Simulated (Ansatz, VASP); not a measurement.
**One calculation of N, two programs**

```
N
1.0
    -1.26728    1.21854    1.21854
     1.21854   -1.26728    1.21854
     1.21854    1.21854   -1.26728
N
1
Direct
  0.00000 0.00000 0.00000
```

Change from the starting cell: equal xy, yz and zx shear strains of -4 %, PAW files.

Alike in both runs: task electric field gradients; functional PBE; k mesh 16 × 16 × 16; occupations fermi-dirac, width 0.05 eV; no spin polarisation.

|  | VASP | Ansatz |
| --- | --- | --- |
| version | VASP 6.6.1 | Ansatz 0.2.0 |
| potentials or method | VASP PAW PBE potentials, release 64 (N) | PAW with Ansatz's default frozen-core files, scalar-relativistic |
| plane-wave cutoff (eV) | 520 | 420 |
| valence electrons in the cell | 5 | 5 |

|  | VASP | Ansatz | Ansatz less VASP |
| --- | --- | --- | --- |
| pressure (GPa) | 0.0 | 0.2 | +0.27 |
| traceless stress, the component that is largest in VASP (GPa) | -1.83 | -1.88 | -0.055 |
| size of Vzz on the site where it differs most (V/Å²) | 6.7 | 6.5 | -0.22 |
